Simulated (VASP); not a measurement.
# CdAg3 in VASP: further runs

CdAg3 is run at these levels: LDA; tasks: single point.

All numbers are computed with VASP 6.6.1; they aren't measurements. Logs are shortened: lines on timing, memory, paths and dates and some standing lists are left out, and cuts for length are marked.

## Step 1: The cell of the first run

The cell holds a slab with vacuum, 4 atoms: a = 2.829 Å, b = 4.001 Å, c = 20.243 Å, α = 90.00°, β = 90.00°, γ = 90.00°.

## Step 2: Single point, LDA

Input file INCAR:

```
SYSTEM = CdAg3
  PREC = Accurate
  ENCUT = 520
  EDIFF = 1E-7
  ISMEAR = -1
  SIGMA = 0.1
  LREAL = .FALSE.
  LASPH = .TRUE.
  NELM = 80
  ALGO = Normal
  ISIF = 2
  LWAVE = .FALSE.
  LCHARG = .FALSE.
  LDIPOL = .TRUE.
  IDIPOL = 3
  DIPOL = 0.5 0.5 0.500
  GGA = CA
  NBANDS = 30
```

Input file KPOINTS:

```
regular mesh
0
G
  12 8 1
  0 0 0
```

Input file POSCAR:

```
CdAg3
1.0
    2.8289222034      0.0000000000      0.0000000000
    0.0000000000      4.0007001470      0.0000000000
    0.0000000000      0.0000000000     20.2434000000
Cd Ag
1 3
Direct
    0.2500000000      0.2500000000      0.4000573963
    0.7500000000      0.7500000000      0.4616121522
    0.2500000000      0.2500000000      0.5383878476
    0.7500000000      0.7500000000      0.5999426035
```

Potentials or basis: VASP PAW LDA potentials, release 64 (Cd, Ag).

On the command line:

```sh
$ cat potpaw_LDA.64/Cd/POTCAR potpaw_LDA.64/Ag/POTCAR > POTCAR
$ mpirun -np 1 vasp_std > vasp.out
```

OUTCAR:

```text
SYSTEM = CdAg3
   PREC = Accurate
   ENCUT = 520
   EDIFF = 1E-7
   ISMEAR = -1
   LREAL = .FALSE.
   LASPH = .TRUE.
   NELM = 80
   ISIF = 2
   GGA = CA

 ion  position               nearest neighbor table
   1  0.250  0.250  0.400-   2 2.75   2 2.75   2 2.75   2 2.75   3 2.80
   2  0.750  0.750  0.462-   1 2.75   1 2.75   1 2.75   1 2.75   4 2.80   3 2.90   3 2.90   3 2.90
                             3 2.90
   3  0.250  0.250  0.538-   4 2.75   4 2.75   4 2.75   4 2.75   1 2.80   2 2.90   2 2.90   2 2.90
                             2 2.90
   4  0.750  0.750  0.600-   3 2.75   3 2.75   3 2.75   3 2.75   2 2.80

  LATTYP: Found a simple orthorhombic cell.
 ALAT       =     2.8289222034
 B/A-ratio  =     1.4142135624
 C/A-ratio  =     7.1558701670

  Lattice vectors:

 A1 = (   2.8289222034,   0.0000000000,   0.0000000000)
 A2 = (   0.0000000000,   4.0007001470,   0.0000000000)
 A3 = (   0.0000000000,   0.0000000000,  20.2434000000)

Analysis of symmetry for initial positions (statically):
=====================================================================
 Subroutine PRICEL returns:
 Original cell was already a primitive cell.

 Routine SETGRP: Setting up the symmetry group for a
 simple orthorhombic supercell.

 Subroutine GETGRP returns: Found  4 space group operations
 (whereof  1 operations were pure point group operations)
 out of a pool of  8 trial point group operations.

The static configuration has the point symmetry C_1 .
 The point group associated with its full space group is C_2v.

Analysis of symmetry for dynamics (positions and initial velocities):
=====================================================================
 Subroutine PRICEL returns:
 Original cell was already a primitive cell.

 Routine SETGRP: Setting up the symmetry group for a
 simple orthorhombic supercell.

 Subroutine GETGRP returns: Found  4 space group operations
 (whereof  1 operations were pure point group operations)
 out of a pool of  8 trial point group operations.

The dynamic configuration has the point symmetry C_1 .
 The point group associated with its full space group is C_2v.

 Subroutine INISYM returns: Found  4 space group operations
 (whereof  1 operations are pure point group operations),
 and found     1 'primitive' translations

----------------------------------------------------------------------------------------

                                     Primitive cell

  volume of cell :     229.1081

  direct lattice vectors                    reciprocal lattice vectors
     2.828922203  0.000000000  0.000000000     0.353491517  0.000000000  0.000000000
     0.000000000  4.000700147  0.000000000     0.000000000  0.249956248  0.000000000
     0.000000000  0.000000000 20.243400000     0.000000000  0.000000000  0.049398816
[... 99 lines left out ...]
   NELECT =      45.0000    total number of electrons
   NUPDOWN=      -1.0000    fix difference up-down
   EMIN   =  10.00;   EMAX   =-10.00  energy-range for DOS
   EFERMI =   0.00;   METHOD = LEGACY
   ISMEAR =    -1;   SIGMA  =   0.10  broadening in eV -4-tet -1-fermi 0-gaus
   EFERMI_NEDOS =   21; number of points for ismear=-14 and -15
   IALGO  =     38    algorithm
   IMIX   =      4    mixing-type and parameters
     AMIX     =   0.40;   BMIX     =  1.00
     AMIX_MAG =   1.60;   BMIX_MAG =  1.00
  volume/ion in A,a.u.               =      57.28       386.52
  Fermi-wavevector in a.u.,A,eV,Ry     =   0.951624  1.798309 12.321283  0.905589
  Thomas-Fermi vector in A             =   2.080112
   LORBIT       =      0    0 simple, 1 ext, 2 COOP (PROOUT), +10 PAW based schemes
   GGA     = CA    functional components
   LHFCALC =     F    Hartree Fock is set to
   AEXX    =    0.0000 exact exchange contribution
   IVDW    =     0    specifies the selected vdW correction
   LEPSILON=     F    determine dielectric tensor
   LRPA    =     F    only Hartree local field effects (RPA)
 non-spin polarized calculation
  energy-cutoff  :      520.00
  volume of cell :      229.11
 maximum number of plane-waves:      6206
 NGX is ok and might be reduce to    24
   NGX = 11   NGY = 15   NGZ = 75

 number of electron      44.9999998 magnetization

 dipolmoment           0.000000      0.000000      0.027575 electrons x Angstroem

 Free energy of the ion-electron system (eV)
  ---------------------------------------------------
  ext. energy  EPLUGINS =         0.00000000
  ---------------------------------------------------
  free energy    TOTEN  =       -11.34545778 eV

  energy without entropy =      -11.30337352  energy(sigma->0) =      -11.32441565

 E-fermi :  -0.9716     XC(G=0):  -4.6285

 val. band max:       -1.0005630222   @ k =   0.0000   0.3750   0.0000
 cond. band min:      -0.9185389917   @ k =   0.4167   0.2500   0.0000
 fundamental gap:      0.0820240305
 Fermi energy:        -0.9715986636

 k-point     1 :       0.0000    0.0000    0.0000
  band No.  band energies     occupation
      1     -10.7423      2.00000
      2     -10.0227      2.00000
      3      -9.8465      2.00000
      4      -9.4392      2.00000
      5      -9.3656      2.00000
      6      -9.0783      2.00000
[... 781 lines left out ...]
     29       5.8078      0.00000
     30       5.8661      0.00000

 [... further k-points ...]

------------------------ aborting loop because EDIFF is reached ----------------------------------------

 vacuum level on the upper side and lower side of the slab       (xc-potential included)         0.155        -0.296

  FORCE on cell =-STRESS in cart. coord.  units (eV):
  Direction    XX          YY          ZZ          XY          YZ          ZX
  --------------------------------------------------------------------------------------
  -------------------------------------------------------------------------------------
  Total        0.1530273      0.0800864      0.9730083      0.0000000      0.0000000      0.0000000
  in kB        1.0701362      0.5600529      6.8043501      0.0000000      0.0000000      0.0000000
  external PRESSURE =       2.8115131 kB  Pullay stress =       0.0000000 kB

 VOLUME and BASIS-vectors are now :
 -----------------------------------------------------------------------------
  energy-cutoff  :      520.00
  volume of cell :      229.11
      direct lattice vectors                 reciprocal lattice vectors
     2.828922203  0.000000000  0.000000000     0.353491517  0.000000000  0.000000000
     0.000000000  4.000700147  0.000000000     0.000000000  0.249956248  0.000000000
     0.000000000  0.000000000 20.243400000     0.000000000  0.000000000  0.049398816

 POSITION                                       TOTAL-FORCE (eV/Angst)
 -----------------------------------------------------------------------------------
      0.70723      1.00018      8.09852         0.000000      0.000000     -0.482247
      2.12169      3.00053      9.34460         0.000000      0.000000      0.217867
      0.70723      1.00018     10.89880         0.000000      0.000000      0.274609
      2.12169      3.00053     12.14488         0.000000      0.000000     -0.010229
 -----------------------------------------------------------------------------------
    total drift:                                0.000000      0.000000     -0.000247

  FREE ENERGIE OF THE ION-ELECTRON SYSTEM (eV)
  ---------------------------------------------------
  free  energy   TOTEN  =       -11.3454577764 eV

  energy  without entropy=      -11.3033735193  energy(sigma->0) =      -11.32441565

 vacuum level on the upper side and lower side of the slab         3.743         3.288
```

OSZICAR:

```text
N       E                     dE             d eps       ncg     rms          rms(c)
DAV:   1     0.289716823826E+03    0.28972E+03   -0.19803E+04  2108   0.124E+03
DAV:   2    -0.254476540877E+01   -0.29226E+03   -0.27759E+03  2376   0.292E+02
DAV:   3    -0.122786702536E+02   -0.97339E+01   -0.96460E+01  2370   0.596E+01
[... 17 lines left out ...]
DAV:  21    -0.113454559157E+02   -0.16332E-05   -0.36684E-08  1632   0.959E-04    0.241E-04
DAV:  22    -0.113454570910E+02   -0.11753E-05   -0.20950E-08  1606   0.718E-04    0.281E-04
DAV:  23    -0.113454574110E+02   -0.31998E-06   -0.41024E-09  1508   0.381E-04    0.219E-04
DAV:  24    -0.113454576954E+02   -0.28441E-06   -0.59041E-09  1534   0.182E-04    0.108E-04
DAV:  25    -0.113454577764E+02   -0.81055E-07   -0.17889E-09  1456   0.147E-04
   1 F= -.11345458E+02 E0= -.11324416E+02  d E =-.420843E-01
```

Run time: 3.7 min. Hardware: 1 thread of AMD EPYC 9R45 (Zen 5), shared host; peak memory 0.37 GiB.

Results:

| Property | Result |
| --- | --- |
| Free energy | -11.3455 eV |
| Largest force | 0.482 eV/Å |
| Band gap on the k mesh | zero (an odd number of electrons rules out a gap without spin polarisation) |

Forces in eV/Å, atoms in the order of the input:
```
Cd   0.000  0.000 -0.482
Ag   0.000  0.000  0.218
Ag   0.000  0.000  0.275
Ag   0.000  0.000 -0.010
```

## Step 3: Single point, LDA

Input file INCAR:

```
SYSTEM = CdAg3
  PREC = Accurate
  ENCUT = 520
  EDIFF = 1E-6
  ISMEAR = -1
  SIGMA = 0.1
  LREAL = .False.
  LASPH = .True.
  NELM = 100
  ALGO = Normal
  ISIF = 2
  LWAVE = .False.
  LCHARG = .False.
  LDIPOL = .True.
  IDIPOL = 3
  DIPOL = 0.5 0.5 0.500
  NBANDS = 30
```

Input file KPOINTS:

```
regular mesh
0
Gamma
  12 8 1
  0 0 0
```

POSCAR is that of step 2.

Potentials or basis: VASP PAW LDA potentials, release 64 (Cd, Ag).

On the command line:

```sh
$ cat potpaw_LDA.64/Cd/POTCAR potpaw_LDA.64/Ag/POTCAR > POTCAR
$ mpirun -np 1 vasp_std > vasp.out
```

OUTCAR:

```text
SYSTEM = CdAg3
   PREC = Accurate
   ENCUT = 520
   EDIFF = 1E-6
   ISMEAR = -1
   LREAL = .False.
   LASPH = .True.
   NELM = 100
   ISIF = 2

 ion  position               nearest neighbor table
   1  0.250  0.250  0.400-   2 2.75   2 2.75   2 2.75   2 2.75   3 2.80
   2  0.750  0.750  0.462-   1 2.75   1 2.75   1 2.75   1 2.75   4 2.80   3 2.90   3 2.90   3 2.90
                             3 2.90
   3  0.250  0.250  0.538-   4 2.75   4 2.75   4 2.75   4 2.75   1 2.80   2 2.90   2 2.90   2 2.90
                             2 2.90
   4  0.750  0.750  0.600-   3 2.75   3 2.75   3 2.75   3 2.75   2 2.80

  LATTYP: Found a simple orthorhombic cell.
 ALAT       =     2.8289222034
 B/A-ratio  =     1.4142135624
 C/A-ratio  =     7.1558701670

  Lattice vectors:

 A1 = (   2.8289222034,   0.0000000000,   0.0000000000)
 A2 = (   0.0000000000,   4.0007001470,   0.0000000000)
 A3 = (   0.0000000000,   0.0000000000,  20.2434000000)

Analysis of symmetry for initial positions (statically):
=====================================================================
 Subroutine PRICEL returns:
 Original cell was already a primitive cell.

 Routine SETGRP: Setting up the symmetry group for a
 simple orthorhombic supercell.

 Subroutine GETGRP returns: Found  4 space group operations
 (whereof  1 operations were pure point group operations)
 out of a pool of  8 trial point group operations.

The static configuration has the point symmetry C_1 .
 The point group associated with its full space group is C_2v.

Analysis of symmetry for dynamics (positions and initial velocities):
=====================================================================
 Subroutine PRICEL returns:
 Original cell was already a primitive cell.

 Routine SETGRP: Setting up the symmetry group for a
 simple orthorhombic supercell.

 Subroutine GETGRP returns: Found  4 space group operations
 (whereof  1 operations were pure point group operations)
 out of a pool of  8 trial point group operations.

The dynamic configuration has the point symmetry C_1 .
 The point group associated with its full space group is C_2v.
[... 128 lines left out ...]
   GGA     = CA    functional components
   LHFCALC =     F    Hartree Fock is set to
   AEXX    =    0.0000 exact exchange contribution
   IVDW    =     0    specifies the selected vdW correction
   LEPSILON=     F    determine dielectric tensor
   LRPA    =     F    only Hartree local field effects (RPA)
 non-spin polarized calculation
  energy-cutoff  :      520.00
  volume of cell :      229.11
 maximum number of plane-waves:      6206
 NGX is ok and might be reduce to    24
   NGX = 11   NGY = 15   NGZ = 75

 number of electron      44.9999998 magnetization

 dipolmoment           0.000000      0.000000      0.027558 electrons x Angstroem

 Free energy of the ion-electron system (eV)
  ---------------------------------------------------
  ext. energy  EPLUGINS =         0.00000000
  ---------------------------------------------------
  free energy    TOTEN  =       -11.34545741 eV

  energy without entropy =      -11.30337320  energy(sigma->0) =      -11.32441531

 E-fermi :  -0.9717     XC(G=0):  -4.6362

 val. band max:       -1.0006139693   @ k =   0.0000   0.3750   0.0000
 cond. band min:      -0.9185920545   @ k =   0.4167   0.2500   0.0000
 fundamental gap:      0.0820219148
 Fermi energy:        -0.9716508849

 k-point     1 :       0.0000    0.0000    0.0000
  band No.  band energies     occupation
      1     -10.7423      2.00000
      2     -10.0228      2.00000
      3      -9.8466      2.00000
      4      -9.4393      2.00000
      5      -9.3657      2.00000
      6      -9.0784      2.00000
[... 781 lines left out ...]
     29       5.8001      0.00000
     30       5.8539      0.00000

 [... further k-points ...]

------------------------ aborting loop because EDIFF is reached ----------------------------------------

 vacuum level on the upper side and lower side of the slab       (xc-potential included)         0.064        -0.374

  FORCE on cell =-STRESS in cart. coord.  units (eV):
  Direction    XX          YY          ZZ          XY          YZ          ZX
  --------------------------------------------------------------------------------------
  -------------------------------------------------------------------------------------
  Total        0.1533461      0.0803950      0.9733873      0.0000000      0.0000000      0.0000000
  in kB        1.0723655      0.5622109      6.8070007      0.0000000      0.0000000      0.0000000
  external PRESSURE =       2.8138590 kB  Pullay stress =       0.0000000 kB

 VOLUME and BASIS-vectors are now :
 -----------------------------------------------------------------------------
  energy-cutoff  :      520.00
  volume of cell :      229.11
      direct lattice vectors                 reciprocal lattice vectors
     2.828922203  0.000000000  0.000000000     0.353491517  0.000000000  0.000000000
     0.000000000  4.000700147  0.000000000     0.000000000  0.249956248  0.000000000
     0.000000000  0.000000000 20.243400000     0.000000000  0.000000000  0.049398816

 POSITION                                       TOTAL-FORCE (eV/Angst)
 -----------------------------------------------------------------------------------
      0.70723      1.00018      8.09852         0.000000      0.000000     -0.482240
      2.12169      3.00053      9.34460         0.000000      0.000000      0.217863
      0.70723      1.00018     10.89880         0.000000      0.000000      0.274614
      2.12169      3.00053     12.14488         0.000000      0.000000     -0.010237
 -----------------------------------------------------------------------------------
    total drift:                                0.000000      0.000000     -0.000237

  FREE ENERGIE OF THE ION-ELECTRON SYSTEM (eV)
  ---------------------------------------------------
  free  energy   TOTEN  =       -11.3454574141 eV

  energy  without entropy=      -11.3033731992  energy(sigma->0) =      -11.32441531

 vacuum level on the upper side and lower side of the slab         3.669         3.210
```

stdout:

```text
POSCAR found type information on POSCAR CdAg
 POSCAR found :  2 types and       4 ions
 scaLAPACK will be used
 LDA part: xc-table for (Slater(with rela. corr.)+CA(PZ))
 , standard interpolation
 POSCAR, INCAR and KPOINTS ok, starting setup
 FFT: planning ... GRIDC
 FFT: planning ... GRID_SOFT
 FFT: planning ... GRID
 WAVECAR not read
 entering main loop
```

Run time: 2.9 min. Hardware: 1 thread of AMD EPYC 9R45 (Zen 5), shared host; peak memory 0.37 GiB.

What came out:

```yaml
Free_energy: -11.3455 eV
Largest_force: 0.482 eV/Å
Band_gap_on_the_k_mesh: zero (an odd number of electrons rules out a gap without spin polarisation)
```

Forces in eV/Å, atoms in the order of the input:
```
Cd   0.000  0.000 -0.482
Ag   0.000  0.000  0.218
Ag   0.000  0.000  0.275
Ag   0.000  0.000 -0.010
```

Levels at points of the mesh, in eV from the Fermi level:
```
           k point  band 19  band 20  band 21  band 22  band 23  band 24  band 25  band 26
(0.00, 0.00, 0.00)    -3.73    -3.46    -3.32    -2.84    -1.06     1.94     2.14     3.93
(0.50, 0.00, 0.00)    -3.08    -3.08    -1.25    -0.64     0.54     1.05     3.24     4.56
(0.00, 0.50, 0.00)    -3.43    -3.25    -3.03    -3.01    -1.66    -1.40     0.54     1.61
(0.50, 0.50, 0.00)    -3.04    -2.83    -0.21     0.23     2.32     2.93     3.36     3.73
```

(Part 1 of 2 ends here.)
